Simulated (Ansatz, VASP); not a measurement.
# One calculation of SrCl2, two programs

```xyz
3
Lattice="0.0000 3.4975 3.4975 3.4975 0.0000 3.4975 3.4975 3.4975 0.0000" Properties=species:S:1:pos:R:3 pbc="T T T"
Sr    0.0000    0.0000    0.0000
Cl    1.7487    1.7487    1.7487
Cl    5.2462    5.2462    5.2462
```

Alike in both runs: functional r2SCAN; k mesh 6 × 6 × 6; occupations gaussian, width 0.02 eV; no spin polarisation.

Ansatz relaxed the structure, and its values are those at the end. VASP's run is a single point on that final structure, the one shown.

|  | VASP | Ansatz |
| --- | --- | --- |
| version | VASP 6.6.1 | Ansatz 0.2.0 |
| potentials or method | VASP PAW PBE potentials, release 64 (Sr_sv, Cl), cutoff 520 eV | scalar-relativistic, plane waves, PAW |
| valence electrons in the cell | 24 | 24 |

|  | VASP | Ansatz | Ansatz less VASP |
| --- | --- | --- | --- |
| gap on the k mesh at the Fermi level (eV) | 5.94 | 5.94 | 0.000 |
| least direct gap on the mesh (eV) | 5.99 | 5.99 | 0.000 |
| pressure (GPa) | 0.0 | 0.0 | -0.04 |

VASP's potentials were made for PBE, not for r2SCAN. The functional is the same, so the differences come from potentials, cutoffs and numerics.
